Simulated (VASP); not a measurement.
# Cr (I4/mmm) in VASP: a series of runs

Cr is run at these levels: PBEsol; tasks: single point.

Everything below comes from runs of VASP 6.6.1. Logs are shortened: lines on timing, memory, paths and dates and some standing lists are left out, and cuts for length are marked.

### Step 1. The cell of the first run

It takes space group I4/mmm (No. 139, tetragonal). The conventional cell has a = 2.884 Å, b = 2.884 Å, c = 2.668 Å, α = 90.00°, β = 90.00°, γ = 90.00°. Cr (site symmetry 4/mmm) has 14 Cr at 2.44 to 2.88 Å within 3.2 Å.

### Step 2. Single point, PBEsol (strain -0.0750 x Voigt [1, 0, 0, 0, 0, 0])

INCAR

```
PREC     = Accurate       # precision mode
ENCUT    = 520            # plane-wave cutoff, eV
EDIFF    = 1E-7           # SCF threshold, eV
ISMEAR   = 0              # smearing method
SIGMA    = 0.15           # smearing width, eV
LREAL    = False          # projectors in reciprocal space
LASPH    = True           # aspherical terms in the spheres
NELM     = 60             # most SCF steps
ALGO     = Fast           # electronic algorithm
ISIF     = 2              # what is computed and relaxed
LWAVE    = False          # write WAVECAR
LCHARG   = False          # write CHGCAR
GGA      = PS             # functional
NBANDS   = 12             # bands
```

KPOINTS

```
Automatic mesh
0
Gamma
  24 24 24
```

POSCAR

```
Cr
1.0
   -1.3338037500      1.4419500000      1.4419500000
    1.3338037500     -1.4419500000      1.4419500000
    1.3338037500      1.4419500000     -1.4419500000
Cr
1
Direct
    0.0000000000      0.0000000000      0.0000000000
```

Potentials or basis: VASP PAW PBE potentials, release 64 (Cr_pv).

Command:

```console
$ cat potpaw_PBE.64/Cr_pv/POTCAR > POTCAR
$ mpirun -np 1 vasp_std > vasp.out
```

OUTCAR:

```text
PREC = Accurate
   ENCUT = 520
   EDIFF = 1E-7
   ISMEAR = 0
   LREAL = False
   LASPH = True
   NELM = 60
   ISIF = 2
   GGA = PS

 ion  position               nearest neighbor table
   1  0.000  0.000  0.000-

  LATTYP: Found a body centered tetragonal cell.
 ALAT       =     2.8839000000
 C/A-ratio  =     0.9250000000

  Lattice vectors:

 A1 = (  -1.3338037500,   1.4419500000,  -1.4419500000)
 A2 = (  -1.3338037500,  -1.4419500000,   1.4419500000)
 A3 = (   1.3338037500,   1.4419500000,   1.4419500000)

Analysis of symmetry for initial positions (statically):
=====================================================================
 Subroutine PRICEL returns:
 Original cell was already a primitive cell.

 Routine SETGRP: Setting up the symmetry group for a
 body centered tetragonal supercell.

 Subroutine GETGRP returns: Found 16 space group operations
 (whereof 16 operations were pure point group operations)
 out of a pool of 16 trial point group operations.

The static configuration has the point symmetry D_4h.

Analysis of symmetry for dynamics (positions and initial velocities):
=====================================================================
 Subroutine PRICEL returns:
 Original cell was already a primitive cell.

 Routine SETGRP: Setting up the symmetry group for a
 body centered tetragonal supercell.

 Subroutine GETGRP returns: Found 16 space group operations
 (whereof 16 operations were pure point group operations)
 out of a pool of 16 trial point group operations.

The dynamic configuration has the point symmetry D_4h.

 Subroutine INISYM returns: Found 16 space group operations
 (whereof 16 operations are pure point group operations),
 and found     1 'primitive' translations

----------------------------------------------------------------------------------------

                                     Primitive cell

  volume of cell :      11.0931

  direct lattice vectors                    reciprocal lattice vectors
    -1.333803750  1.441950000  1.441950000     0.000000000  0.346752661  0.346752661
     1.333803750 -1.441950000  1.441950000     0.374867742  0.000000000  0.346752661
     1.333803750  1.441950000 -1.441950000     0.374867742  0.346752661  0.000000000

  length of vectors
     2.436692851  2.436692851  2.436692851     0.490382316  0.510649814  0.510649814

  position of ions in fractional coordinates (direct lattice)
     0.000000000  0.000000000  0.000000000

  ion indices of the primitive-cell ions
   primitive index   ion index
                 1           1

----------------------------------------------------------------------------------------

 KPOINTS: Automatic mesh

Automatic generation of k-mesh.
 Grid dimensions read from file:
 generate k-points for:   24   24   24

 Generating k-lattice:

  Cartesian coordinates                     Fractional coordinates (reciprocal lattice)
     0.000000000  0.014448028  0.014448028     0.041666667  0.000000000  0.000000000
     0.015619489  0.000000000  0.014448028    -0.000000000  0.041666667  0.000000000
     0.015619489  0.014448028  0.000000000    -0.000000000  0.000000000  0.041666667

  Length of vectors
     0.020432597  0.021277076  0.021277076

  Shift w.r.t. Gamma in fractional coordinates (k-lattice)
     0.000000000  0.000000000  0.000000000

 Subroutine IBZKPT returns following result:
 ===========================================

 Found   1063 irreducible k-points:

 Following reciprocal coordinates:
            Coordinates               Weight
  0.000000  0.000000  0.000000      1.000000
  0.041667  0.000000  0.000000      4.000000
  0.083333  0.000000  0.000000      4.000000
  0.125000  0.000000  0.000000      4.000000
  0.166667  0.000000  0.000000      4.000000
  0.208333  0.000000  0.000000      4.000000
[... 16 lines left out ...]
  0.375000  0.041667  0.000000     16.000000
  0.416667  0.041667  0.000000     16.000000
 [... further k-points ...]
   k-points           NKPTS =   1063   k-points in BZ     NKDIM =   1063   number of bands    NBANDS=     12
   number of dos      NEDOS =    301   number of ions     NIONS =      1
   total plane-waves  NPLWV =   5832
   dimension x,y,z NGX =    18 NGY =   18 NGZ =   18
   dimension x,y,z NGXF=    36 NGYF=   36 NGZF=   36
   ions per type =               1
   NGX,Y,Z   is equivalent  to a cutoff of  12.28, 12.28, 12.28 a.u.
   NGXF,Y,Z  is equivalent  to a cutoff of  24.56, 24.56, 24.56 a.u.
 SYSTEM =  unknown system
   PREC   = accura    normal or accurate (medium, high low for compatibility)
   ISTART =      0    job   : 0-new  1-cont  2-samecut
   ICHARG =      2    charge: 1-file 2-atom 10-const
   ISPIN  =      1    spin polarized calculation?
   LNONCOLLINEAR =      F non collinear calculations
   LSORBIT =      F    spin-orbit coupling
   LASPH  =      T    aspherical Exc in radial PAW
   ENCUT  =  520.0 eV  38.22 Ry    6.18 a.u.   4.53  4.53  4.53*2*pi/ulx,y,z
   NELM   =     60;   NELMIN=  2; NELMDL= -5     # of ELM steps
   EDIFF  = 0.1E-06   stopping-criterion for ELM
   LREAL  =      F    real-space projection
   EDIFFG = 0.1E-05   stopping-criterion for IOM
   NSW    =      0    number of steps for IOM
   IBRION =     -1    ionic relax: 0-MD 1-quasi-New 2-CG
   NFREE  =      0    steps in history (QN), initial steepest desc. (CG)
   ISIF   =      2    stress and relaxation
   ISYM   =      2    0-nonsym 1-usesym 2-fastsym
   POTIM  = 0.5000    time-step for ionic-motion
   TEBEG  =    0.0;   TEEND  =   0.0 temperature during run
   PSTRESS=    0.0 pullay stress
   NELECT =      12.0000    total number of electrons
   NUPDOWN=      -1.0000    fix difference up-down
   EMIN   =  10.00;   EMAX   =-10.00  energy-range for DOS
   EFERMI =   0.00;   METHOD = LEGACY
   ISMEAR =     0;   SIGMA  =   0.15  broadening in eV -4-tet -1-fermi 0-gaus
   EFERMI_NEDOS =   21; number of points for ismear=-14 and -15
   IALGO  =     68    algorithm
   IMIX   =      4    mixing-type and parameters
     AMIX     =   0.40;   BMIX     =  1.00
     AMIX_MAG =   1.60;   BMIX_MAG =  1.00
  volume/ion in A,a.u.               =      11.09        74.86
  Fermi-wavevector in a.u.,A,eV,Ry     =   1.680549  3.175777 38.426178  2.824244
  Thomas-Fermi vector in A             =   2.764264
   LORBIT       =      0    0 simple, 1 ext, 2 COOP (PROOUT), +10 PAW based schemes
   GGA     = PS    functional components
   LHFCALC =     F    Hartree Fock is set to
   AEXX    =    0.0000 exact exchange contribution
   IVDW    =     0    specifies the selected vdW correction
   LEPSILON=     F    determine dielectric tensor
   LRPA    =     F    only Hartree local field effects (RPA)
 non-spin polarized calculation
 RMM-DIIS sequential band-by-band and
 Gauss-broadening in eV      SIGMA  =   0.15
  energy-cutoff  :      520.00
  volume of cell :       11.09
 maximum number of plane-waves:       313
   NGX =  9   NGY =  9   NGZ =  9

 number of electron      12.0000000 magnetization

 Free energy of the ion-electron system (eV)
  ---------------------------------------------------
  ext. energy  EPLUGINS =         0.00000000
  ---------------------------------------------------
  free energy    TOTEN  =       -10.19199850 eV

  energy without entropy =      -10.18356032  energy(sigma->0) =      -10.18777941

 E-fermi :  11.4212     XC(G=0): -14.0708

 val. band max:       11.4202464070   @ k =   0.1667  -0.1250   0.1250
 cond. band min:      11.4240876560   @ k =   0.4583  -0.0417   0.0417
 fundamental gap:      0.0038412490
 Fermi energy:        11.4211728268

 k-point     1 :       0.0000    0.0000    0.0000
  band No.  band energies     occupation
      1     -31.1154      2.00000
      2     -31.1154      2.00000
      3     -31.0619      2.00000
      4       3.3860      2.00000
      5      10.0149      2.00000
      6      10.7372      2.00000
      7      10.7372      2.00000
      8      12.1627      0.00000
      9      12.9184      0.00000
     10      18.5408      0.00000
     11      33.4250      0.00000
     12      33.4250      0.00000

 k-point     2 :       0.0417    0.0000    0.0000
  band No.  band energies     occupation
      1     -31.1343      2.00000
      2     -31.1149      2.00000
      3     -31.0668      2.00000
      4       3.4616      2.00000
      5      10.0174      2.00000
      6      10.7118      2.00000
      7      10.7885      2.00000
      8      12.1267      0.00000
      9      12.9120      0.00000
     10      18.5408      0.00000
     11      33.2678      0.00000
     12      33.4398      0.00000

 k-point     3 :       0.0833    0.0000    0.0000
  band No.  band energies     occupation
      1     -31.1896      2.00000
      2     -31.1135      2.00000
      3     -31.0811      2.00000
      4       3.6847      2.00000
      5      10.0206      2.00000
      6      10.6378      2.00000
      7      10.9405      1.99999
      8      12.0304      0.00000
      9      12.8939      0.00000
     10      18.5408      0.00000
     11      32.7834      0.00000
     12      33.4556      0.00000

 k-point     4 :       0.1250    0.0000    0.0000
  band No.  band energies     occupation
      1     -31.2769      2.00000
      2     -31.1113      2.00000
      3     -31.1040      2.00000
      4       4.0437      2.00000
      5      10.0126      2.00000
      6      10.5219      2.00000
      7      11.1872      1.97262
      8      11.9072      0.00000
      9      12.8670      0.00000
     10      18.5408      0.00000
     11      31.9610      0.00000
     12      33.3929      0.00000

 k-point     5 :       0.1667    0.0000    0.0000
  band No.  band energies     occupation
      1     -31.3897      2.00000
      2     -31.1336      2.00000
      3     -31.1084      2.00000
      4       4.5173      2.00000
      5       9.9812      2.00000
      6      10.3742      2.00000
      7      11.5184      0.35945
      8      11.8023      0.00033
      9      12.8355      0.00000
     10      18.5408      0.00000
     11      30.8324      0.00000
     12      33.1533      0.00000
[... 228 lines left out ...]
      1     -31.8572      2.00000
      2     -31.2633      2.00000
      3     -31.1034      2.00000
      4       6.4299      2.00000
      5       9.7727      2.00000
      6      10.0461      2.00000
      7      11.8863      0.00001
      8      12.7663      0.00000
      9      13.1613      0.00000
     10      18.5404      0.00000
     11      25.7230      0.00000
     12      31.0322      0.00000

 k-point    22 :       0.3333    0.0417   -0.0000
  band No.  band energies     occupation
      1     -31.9717      2.00000
      2     -31.2959      2.00000
      3     -31.1004      2.00000
      4       6.7127      2.00000
      5       9.6316      2.00000
      6      10.4181      2.00000
      7      11.9892      0.00000
      8      12.7667      0.00000
      9      13.6290      0.00000
     10      18.5402      0.00000
     11      24.2691      0.00000
     12      30.4718      0.00000

 k-point    23 :       0.3750    0.0417    0.0000
  band No.  band energies     occupation
      1     -32.0644      2.00000
      2     -31.3224      2.00000
      3     -31.0979      2.00000
      4       6.8361      2.00000
      5       9.5188      2.00000
      6      10.9360      2.00000
      7      12.0790      0.00000
      8      12.7867      0.00000
      9      14.0407      0.00000
     10      18.5398      0.00000
     11      22.9767      0.00000
     12      30.0213      0.00000

 k-point    24 :       0.4167    0.0417    0.0000
  band No.  band energies     occupation
      1     -32.1295      2.00000
      2     -31.3411      2.00000
      3     -31.0962      2.00000
      4       6.8689      2.00000
      5       9.4403      2.00000
      6      11.4441      0.82875
      7      12.1246      0.00000
      8      12.8355      0.00000
      9      14.3567      0.00000
     10      18.5393      0.00000
     11      21.9652      0.00000
     12      29.7075      0.00000

 [... further k-points ...]

------------------------ aborting loop because EDIFF is reached ----------------------------------------

  FORCE on cell =-STRESS in cart. coord.  units (eV):
  Direction    XX          YY          ZZ          XY          YZ          ZX
  --------------------------------------------------------------------------------------
  -------------------------------------------------------------------------------------
  Total        1.5237484     -0.5505097     -0.5505097     -0.0000000      0.0000000      0.0000000
  in kB      220.0754048    -79.5102775    -79.5102775     -0.0000000      0.0000000      0.0000000
  external PRESSURE =      20.3516166 kB  Pullay stress =       0.0000000 kB

 VOLUME and BASIS-vectors are now :
 -----------------------------------------------------------------------------
  energy-cutoff  :      520.00
  volume of cell :       11.09
      direct lattice vectors                 reciprocal lattice vectors
    -1.333803750  1.441950000  1.441950000     0.000000000  0.346752661  0.346752661
     1.333803750 -1.441950000  1.441950000     0.374867742  0.000000000  0.346752661
     1.333803750  1.441950000 -1.441950000     0.374867742  0.346752661  0.000000000

 POSITION                                       TOTAL-FORCE (eV/Angst)
 -----------------------------------------------------------------------------------
      0.00000      0.00000      0.00000         0.000000     -0.000000      0.000000
 -----------------------------------------------------------------------------------
    total drift:                                0.000000      0.000000      0.000000

  FREE ENERGIE OF THE ION-ELECTRON SYSTEM (eV)
  ---------------------------------------------------
  free  energy   TOTEN  =       -10.1919984966 eV

  energy  without entropy=      -10.1835603235  energy(sigma->0) =      -10.18777941
```

It took 65 s on 1 thread of Intel Xeon 6975P-C (Granite Rapids), shared host; peak memory 0.23 GiB.

What came out:

```yaml
Free_energy: -10.1920 eV
Pressure: 2.0 GPa
Band_gap_on_the_k_mesh: zero (band 6 reaches 13.99 eV, above the bottom of band 7 at 10.50 eV)
```

Stress tensor (GPa, compression positive):
```
22.01  0.00  0.00
 0.00 -7.95  0.00
 0.00  0.00 -7.95
```

Caveat: the cell differs from its parent crystal (strain -0.0750 x Voigt [1, 0, 0, 0, 0, 0]); the PAW data sets were made with another functional, which shifts forces and pressure a little; the run has no spin polarisation, though such a crystal can be magnetic. Spin polarisation is off, so any magnetic state and its effect on volume and gap are missing.

### Step 3. Single point, PBEsol (strain +0.0750 x Voigt [1, 0, 0, 0, 0, 0])

INCAR

```
PREC = Accurate
ENCUT = 520
EDIFF = 1E-6
ISMEAR = 0
SIGMA = 0.15
LREAL = False
LASPH = True
NELM = 80
ALGO = Fast
ISIF = 2
LWAVE = False
LCHARG = False
GGA = PS
NBANDS = 12
```

KPOINTS is that of step 2.

POSCAR

```
Cr
1.0
   -1.5500962500      1.4419500000      1.4419500000
    1.5500962500     -1.4419500000      1.4419500000
    1.5500962500      1.4419500000     -1.4419500000
Cr
1
Direct
    0.0000000000      0.0000000000      0.0000000000
```

Potentials or basis: VASP PAW PBE potentials, release 64 (Cr_pv).

Command:

```console
$ cat potpaw_PBE.64/Cr_pv/POTCAR > POTCAR
$ mpirun -np 1 vasp_std > vasp.out
```

It took 66 s on 1 thread of Intel Xeon 6975P-C (Granite Rapids), shared host; peak memory 0.26 GiB.

The run converged. Its results:

```yaml
Free_energy: -10.0209 eV
Pressure: -29.7 GPa
Band_gap_on_the_k_mesh: zero (band 6 reaches 11.37 eV, above the bottom of band 7 at 8.81 eV)
```

Stress tensor (GPa, compression positive):
```
-41.47   0.00   0.00
  0.00 -23.85   0.00
  0.00   0.00 -23.85
```

Levels at points of the mesh, in eV from the Fermi level:
```
           k point  band 4  band 5  band 6  band 7  band 8  band 9
(0.00, 0.00, 0.00)   -7.46   -0.91   -0.91   -0.43    0.69    1.18
(0.50, 0.00, 0.00)   -3.95   -2.48    1.29    1.30    1.44    2.49
(0.00, 0.50, 0.00)   -3.91   -1.88    0.62    0.71    1.32    2.40
(0.50, 0.50, 0.50)   -3.80   -3.60    2.04    2.16    2.16    7.04
```

Caveat: the cell differs from its parent crystal (strain +0.0750 x Voigt [1, 0, 0, 0, 0, 0]); the PAW data sets were made with another functional, which shifts forces and pressure a little; the run has no spin polarisation, though such a crystal can be magnetic. Spin polarisation is off, so any magnetic state and its effect on volume and gap are missing.
